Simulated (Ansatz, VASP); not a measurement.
**Cu: VASP beside Ansatz**

```
CELL_PARAMETERS angstrom
2.59332 -0.03449 0.36448
0.03906 3.55424 0.05858
0.77465 1.70279 4.03689
ATOMIC_POSITIONS crystal
Cu 0.16666 0.16665 0.66668
Cu 0.83334 0.83335 0.33332
Cu 0.50000 0.50000 0.00000
```

Change from the starting cell: the structure that the rattled cell fell into.

Alike in both runs: functional PBE; k mesh 6 × 6 × 6; occupations gaussian, width 0.1 eV; no spin polarisation.

Ansatz relaxed the structure, and its values are those at the end. VASP's run is a single point on that final structure, the one shown.

|  | VASP | Ansatz |
| --- | --- | --- |
| version | VASP 6.6.1 | Ansatz 0.2.0 |
| potentials or method | VASP PAW PBE potentials, release 64 (Cu), cutoff 520 eV | scalar-relativistic, plane waves, PAW |
| valence electrons in the cell | 33 | 57 |

```csv
,VASP,Ansatz,Ansatz less VASP
gap on the k mesh at the Fermi level (eV),none,none,-
pressure (GPa),0.4,0.0,-0.47
```

A gap of «none» marks a metal or a gap that the smearing closes. VASP's potentials hold 33 valence electrons a cell and Ansatz's 57, so a difference there can come from the potentials and not from the codes.

The k mesh is coarse, so the values compare programs but aren't converged.
